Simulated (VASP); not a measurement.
# C (R-3m) in VASP: further runs, part 2 of 2

VASP 6.6.1. Earlier steps stand in the parts before.

### Step 3. Relaxation of cell and atoms, LDA

This run uses another cell than the first one, of 8.74 Å³/atom.

INCAR

```
SYSTEM = C
  PREC = Accurate
  ENCUT = 600
  EDIFF = 1E-6
  ISMEAR = -1
  SIGMA = 0.08
  LREAL = .False.
  LASPH = .True.
  NELM = 100
  ALGO = Normal
  ISIF = 3
  LWAVE = .False.
  LCHARG = .False.
  IBRION = 2
  NSW = 100
  EDIFFG = -0.002
```

KPOINTS

```
regular mesh
0
Gamma
  22 22 22
  0 0 0
```

POSCAR

```
C
1.0
    1.2280287114      0.7090027071      3.3470114498
   -1.2280287114      0.7090027071      3.3470114498
    0.0000000000     -1.4180054142      3.3470114498
C
2
Direct
    0.8360000000      0.8360000000      0.8360000000
    0.1640000000      0.1640000000      0.1640000000
```

Potentials or basis: VASP PAW LDA potentials, release 64 (C).

Run with:

```bash
cat potpaw_LDA.64/C/POTCAR > POTCAR
mpirun -np 1 vasp_std > vasp.out
```

OUTCAR:

```text
SYSTEM = C
   PREC = Accurate
   ENCUT = 600
   EDIFF = 1E-6
   ISMEAR = -1
   LREAL = .False.
   LASPH = .True.
   NELM = 100
   ISIF = 3
   IBRION = 2
   NSW = 100
   EDIFFG = -0.002

 ion  position               nearest neighbor table
   1  0.836  0.836  0.836-   2 1.42   2 1.42   2 1.42
   2  0.164  0.164  0.164-   1 1.42   1 1.42   1 1.42

  LATTYP: Found a trigonal (rhomboedric) cell.
 ALAT       =     3.6350000000
 COS(alpha) =     0.7717355882

  Lattice vectors:

 A1 = (   1.2280287114,   0.7090027071,   3.3470114498)
 A2 = (  -1.2280287114,   0.7090027071,   3.3470114498)
 A3 = (   0.0000000000,  -1.4180054142,   3.3470114498)

Analysis of symmetry for initial positions (statically):
=====================================================================
 Subroutine PRICEL returns:
 Original cell was already a primitive cell.

 Routine SETGRP: Setting up the symmetry group for a
 trigonal (rhombohedral) supercell.

 Subroutine GETGRP returns: Found 12 space group operations
 (whereof 12 operations were pure point group operations)
 out of a pool of 12 trial point group operations.

The static configuration has the point symmetry D_3d.

Analysis of symmetry for dynamics (positions and initial velocities):
=====================================================================
 Subroutine PRICEL returns:
 Original cell was already a primitive cell.

 Routine SETGRP: Setting up the symmetry group for a
 trigonal (rhombohedral) supercell.

 Subroutine GETGRP returns: Found 12 space group operations
 (whereof 12 operations were pure point group operations)
 out of a pool of 12 trial point group operations.

The dynamic configuration has the point symmetry D_3d.

 Subroutine INISYM returns: Found 12 space group operations
 (whereof 12 operations are pure point group operations),
 and found     1 'primitive' translations

----------------------------------------------------------------------------------------

                                     Primitive cell

  volume of cell :      17.4850

  direct lattice vectors                    reciprocal lattice vectors
     1.228028711  0.709002707  3.347011450     0.407156604  0.235071975  0.099591333
    -1.228028711  0.709002707  3.347011450    -0.407156604  0.235071975  0.099591333
     0.000000000 -1.418005414  3.347011450     0.000000000 -0.470143950  0.099591333

  length of vectors
     3.635000000  3.635000000  3.635000000     0.480576495  0.480576495  0.480576495

  position of ions in fractional coordinates (direct lattice)
     0.836000000  0.836000000  0.836000000
     0.164000000  0.164000000  0.164000000

  ion indices of the primitive-cell ions
   primitive index   ion index
                 1           1
                 2           2

----------------------------------------------------------------------------------------

 KPOINTS: regular mesh
[... 62 lines left out ...]
   ISPIN  =      1    spin polarized calculation?
   LNONCOLLINEAR =      F non collinear calculations
   LSORBIT =      F    spin-orbit coupling
   LASPH  =      T    aspherical Exc in radial PAW
   ENCUT  =  600.0 eV  44.10 Ry    6.64 a.u.   7.26  7.26  7.26*2*pi/ulx,y,z
   NELM   =    100;   NELMIN=  2; NELMDL= -5     # of ELM steps
   EDIFF  = 0.1E-05   stopping-criterion for ELM
   LREAL  =      F    real-space projection
   EDIFFG = -.2E-02   stopping-criterion for IOM
   NSW    =    100    number of steps for IOM
   IBRION =      2    ionic relax: 0-MD 1-quasi-New 2-CG
   NFREE  =      1    steps in history (QN), initial steepest desc. (CG)
   ISIF   =      3    stress and relaxation
   ISYM   =      2    0-nonsym 1-usesym 2-fastsym
   POTIM  = 0.5000    time-step for ionic-motion
   TEBEG  =    0.0;   TEEND  =   0.0 temperature during run
   PSTRESS=    0.0 pullay stress
   NELECT =       8.0000    total number of electrons
   NUPDOWN=      -1.0000    fix difference up-down
   EMIN   =  10.00;   EMAX   =-10.00  energy-range for DOS
   EFERMI =   0.00;   METHOD = LEGACY
   ISMEAR =    -1;   SIGMA  =   0.08  broadening in eV -4-tet -1-fermi 0-gaus
   EFERMI_NEDOS =   21; number of points for ismear=-14 and -15
   IALGO  =     38    algorithm
   IMIX   =      4    mixing-type and parameters
     AMIX     =   0.40;   BMIX     =  1.00
     AMIX_MAG =   1.60;   BMIX_MAG =  1.00
  volume/ion in A,a.u.               =       8.74        59.00
  Fermi-wavevector in a.u.,A,eV,Ry     =   1.261488  2.383867 21.651666  1.591353
  Thomas-Fermi vector in A             =   2.394945
   LORBIT       =      0    0 simple, 1 ext, 2 COOP (PROOUT), +10 PAW based schemes
   GGA     = CA    functional components
   LHFCALC =     F    Hartree Fock is set to
   AEXX    =    0.0000 exact exchange contribution
   IVDW    =     0    specifies the selected vdW correction
   LEPSILON=     F    determine dielectric tensor
   LRPA    =     F    only Hartree local field effects (RPA)
 conjugate gradient relaxation of ions
 non-spin polarized calculation
  energy-cutoff  :      600.00
  volume of cell :       17.48
 maximum number of plane-waves:       600
 NGX is ok and might be reduce to    30
   NGX = 15   NGY = 15   NGZ = 15

--------------------------------------- Ionic step        1  -------------------------------------------

 number of electron       8.0000000 magnetization

 Free energy of the ion-electron system (eV)
  ---------------------------------------------------
  ext. energy  EPLUGINS =         0.00000000
  ---------------------------------------------------
  free energy    TOTEN  =       -20.20513997 eV

  energy without entropy =      -20.20467220  energy(sigma->0) =      -20.20490609

------------------------ aborting loop because EDIFF is reached ----------------------------------------

  FORCE on cell =-STRESS in cart. coord.  units (eV):
  Direction    XX          YY          ZZ          XY          YZ          ZX
  --------------------------------------------------------------------------------------
  -------------------------------------------------------------------------------------
  Total       -0.5568817     -0.5568817     -0.1235750      0.0000000      0.0000000      0.0000000
  in kB      -51.0280108    -51.0280108    -11.3233849      0.0000000      0.0000000      0.0000000
  external PRESSURE =     -37.7931355 kB  Pullay stress =       0.0000000 kB
[... 89 lines left out ...]
  FREE ENERGIE OF THE ION-ELECTRON SYSTEM (eV)
  ---------------------------------------------------
  free  energy   TOTEN  =       -20.2294513863 eV

  energy  without entropy=      -20.2290000215  energy(sigma->0) =      -20.22922570

[... ionic steps 4 to 20 ...]

--------------------------------------- Ionic step       21  -------------------------------------------

 number of electron       8.0000000 magnetization

------------------------ aborting loop because EDIFF is reached ----------------------------------------
[... 67 lines left out ...]
--------------------------------------- Ionic step       23  -------------------------------------------

 number of electron       8.0000000 magnetization

 Free energy of the ion-electron system (eV)
  ---------------------------------------------------
  ext. energy  EPLUGINS =         0.00000000
  ---------------------------------------------------
  free energy    TOTEN  =       -20.23166069 eV

  energy without entropy =      -20.23119036  energy(sigma->0) =      -20.23142552

 E-fermi :   4.9387     XC(G=0): -10.9406

 val. band max:        4.9278162086   @ k =  -0.3182   0.3182   0.0000
 cond. band min:       4.9591520766   @ k =  -0.3182   0.3182   0.0000
 fundamental gap:      0.0313358680
 Fermi energy:         4.9387303359

 k-point     1 :       0.0000    0.0000    0.0000
  band No.  band energies     occupation
      1     -14.7525      2.00000
      2      -1.6753      2.00000
      3       1.9163      2.00000
      4       1.9163      2.00000
      5       8.8856      0.00000
      6      13.3804      0.00000
      7      13.3804      0.00000
      8      16.4125      0.00000
[... 243 lines left out ...]
 k-point    24 :      -0.4545    0.0455    0.0000
  band No.  band energies     occupation
      1      -9.4704      2.00000
      2      -8.1339      2.00000
      3      -1.6554      2.00000
      4       2.9200      2.00000
      5       6.9409      0.00000
      6      13.0775      0.00000
      7      16.0449      0.00000
      8      17.7083      0.00000

 [... further k-points ...]

------------------------ aborting loop because EDIFF is reached ----------------------------------------

  FORCE on cell =-STRESS in cart. coord.  units (eV):
  Direction    XX          YY          ZZ          XY          YZ          ZX
  --------------------------------------------------------------------------------------
  -------------------------------------------------------------------------------------
  Total       -0.0012595     -0.0012595      0.0002641      0.0000000     -0.0000000      0.0000000
  in kB       -0.1186086     -0.1186086      0.0248662      0.0000000     -0.0000000      0.0000000
  external PRESSURE =      -0.0707836 kB  Pullay stress =       0.0000000 kB
[... 17 lines left out ...]
  FREE ENERGIE OF THE ION-ELECTRON SYSTEM (eV)
  ---------------------------------------------------
  free  energy   TOTEN  =       -20.2316606926 eV

  energy  without entropy=      -20.2311903560  energy(sigma->0) =      -20.23142552

 reached required accuracy - stopping structural energy minimisation
```

OSZICAR:

```text
N       E                     dE             d eps       ncg     rms          rms(c)
DAV:   1     0.827994973174E+01    0.82799E+01   -0.51539E+03 16840   0.102E+03
DAV:   2    -0.212127367236E+02   -0.29493E+02   -0.27750E+02 24744   0.140E+02
[... 125 lines left out ...]
       N       E                     dE             d eps       ncg     rms          rms(c)
DAV:   1    -0.202316602320E+02    0.25537E-06   -0.28872E-05 19488   0.584E-02    0.351E-03
DAV:   2    -0.202316601124E+02    0.11960E-06   -0.19076E-07 13648   0.473E-03
  22 F= -.20231660E+02 E0= -.20231425E+02  d E =0.374853E-06
       N       E                     dE             d eps       ncg     rms          rms(c)
DAV:   1    -0.202316607409E+02   -0.50892E-06   -0.12747E-05 18912   0.382E-02    0.241E-03
DAV:   2    -0.202316606926E+02    0.48322E-07   -0.87918E-08  8624   0.323E-03
  23 F= -.20231661E+02 E0= -.20231426E+02  d E =-.205344E-06
```

Run time: 38 min. Hardware: 1 thread of Intel Xeon 6975P-C (Granite Rapids), shared host; peak memory 0.27 GiB.

Results:

```yaml
Free_energy: -20.2317 eV
Relaxed_volume: 8.51 Å³/atom
Relaxed_cell: a = 3.574 Å, b = 3.574 Å, c = 3.574 Å, α = 40.02°, β = 40.02°, γ = 40.02°
Space_group_after_relaxing_to_0.1_Å: R-3m (No. 166)
Energy_gained_by_relaxing: 13.3 meV/atom
Ionic_steps: 23
Pressure_after_relaxing: 0.0 GPa
```

The path:
| step | energy change (eV) | largest force (eV/Å) | pressure (GPa) | volume (Å³) |
| --- | --- | --- | --- | --- |
| 1 | 0.0000 | 0.9027 | -3.78 | 17.48 |
| 2 | -0.0032 | 0.5906 | 8.25 | 16.97 |
| 3 | -0.0243 | 0.1280 | 2.39 | 17.22 |
| 4 | -0.0216 | 0.2071 | -4.23 | 17.46 |
| 5 | -0.0260 | 0.0004 | -0.25 | 17.31 |
| 6 | -0.0260 | 0.0020 | -0.15 | 17.31 |
| 7 | -0.0261 | 0.0010 | -0.11 | 17.29 |
| 8 | -0.0262 | 0.0018 | -0.01 | 17.24 |
| 9 | -0.0264 | 0.0075 | 0.05 | 17.14 |
| 10 | -0.0265 | 0.0192 | 0.31 | 16.93 |
| 11 | -0.0265 | 0.0146 | 0.22 | 17.01 |
| 12 | -0.0264 | 0.0111 | -0.60 | 17.01 |
| 13 | -0.0265 | 0.0070 | -0.03 | 17.01 |
| 14 | -0.0265 | 0.0078 | 0.01 | 17.01 |
| 15 | -0.0265 | 0.0080 | 0.01 | 17.01 |
| 16 | -0.0265 | 0.0037 | 0.04 | 17.01 |
| 17 | -0.0265 | 0.0005 | 0.02 | 17.01 |
| 18 | -0.0265 | 0.0016 | 0.02 | 17.01 |
| 19 | -0.0265 | 0.0012 | 0.03 | 17.01 |
| 20 | -0.0265 | 0.0008 | 0.03 | 17.01 |
| 21 | -0.0265 | 0.0006 | 0.03 | 17.01 |
| 22 | -0.0265 | 0.0011 | -0.05 | 17.02 |
| 23 | -0.0265 | 0.0000 | -0.01 | 17.01 |

Final structure:
```yaml
crystal:
  lattice:
    - [1.22303, 0.70612, 3.28343]
    - [-1.22303, 0.70612, 3.28343]
    - [0.00000, -1.41223, 3.28343]
  atoms:
    - { symbol: C, position: [0.83341, 0.83341, 0.83341] }
    - { symbol: C, position: [0.16659, 0.16659, 0.16659] }
```

LDA usually gives volumes a few per cent too small. Zero-point motion and thermal expansion aren't in these numbers.
